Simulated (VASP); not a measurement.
## Ge4Pd: relaxation of cell and atoms with PBE

The system is Ge4Pd.

```
Ge Pd
1.0
     3.79166    0.00000    0.00000
     0.00000    3.79166    0.00000
     0.00000    0.00000    7.08039
Ge Pd
4 1
Cartesian
  0.0000 1.8958 6.0321
  1.8958 0.0000 6.0321
  0.0000 1.8958 1.0483
  1.8958 0.0000 1.0483
  0.0000 0.0000 0.0000
```

The cell was generated, and may not be a known phase.

- Program: VASP 6.6.1
- Task: relaxation of cell and atoms
- Functional: PBE
- Potentials or basis: VASP PAW PBE potentials, release 64 (Ge_d, Pd)
- Cutoff: 600 eV
- k mesh: 4 × 4 × 4
- Occupations: gaussian, width 0.1 eV
- Spin: no spin polarisation
- Dipole correction: no
- Further INCAR settings: ALGO = Normal; EDIFF = 1e-07; IBRION = 2; EDIFFG = -0.04; NSW = 90; ISIF = 3

```
Relaxed volume                        : 19.62 Å³/atom
Relaxed cell                          : a = 4.075 Å, b = 4.075 Å, c = 5.906 Å, α = 90.00°, β = 90.00°, γ = 90.00°
Space group after relaxing (to 0.1 Å) : P4/mmm (No. 123)
Pressure after relaxing               : 0.0 GPa
Largest force after relaxing          : 0.026 eV/Å
Band gap on the k mesh                : zero (bands 33 and 34 overlap by 3.11 eV)
```

Forces in eV/Å, atoms in the order of the input:
```
Ge   0.000  0.000 -0.026
Ge   0.000  0.000 -0.026
Ge   0.000  0.000  0.026
Ge   0.000  0.000  0.026
Pd   0.000  0.000  0.000
```

Stress tensor (GPa, compression positive):
```
-0.07  0.00  0.00
 0.00 -0.07  0.00
 0.00  0.00  0.06
```

Final structure:
```
Ge Pd
1.0
     4.07495    0.00000    0.00000
     0.00000    4.07495    0.00000
     0.00000    0.00000    5.90639
Ge Pd
4 1
Direct
  0.00000 0.50000 0.71961
  0.50000 0.00000 0.71961
  0.00000 0.50000 0.28039
  0.50000 0.00000 0.28039
  0.00000 0.00000 0.00000
```

Levels at points of the mesh, in eV from the Fermi level:
```
           k point  band 30  band 31  band 32  band 33  band 34  band 35  band 36  band 37
(0.00, 0.00, 0.00)    -2.80    -2.74    -2.74     1.37     1.37     2.36     3.32     4.54
(0.50, 0.00, 0.00)    -2.93    -2.17    -0.63     0.39     0.57     1.60     2.20     2.58
(0.50, 0.50, 0.00)    -2.73    -2.73    -2.57    -2.41    -1.74    -1.74     2.20     4.02
(0.00, 0.00, 0.50)    -1.45    -1.45    -0.80    -0.56    -0.56     0.08     2.67     3.45
(0.50, 0.00, 0.50)    -0.61     0.35     0.57     0.60     0.83     1.21     1.47     1.68
(0.50, 0.50, 0.50)    -3.69    -3.36    -2.65    -1.41     2.22     2.22     2.27     2.27
```

Wall time 31 min on 1 thread of Intel(R) Xeon(R) 6975P-C (Granite Rapids), on a shared host, peak memory 0.28 GiB.

Caveat: the k points lie up to 0.39 Å⁻¹ apart in the final cell, too coarse for converged energies and pressures of a metal; a cell axis changed by over 15 % at a fixed basis, so the end point is rough.
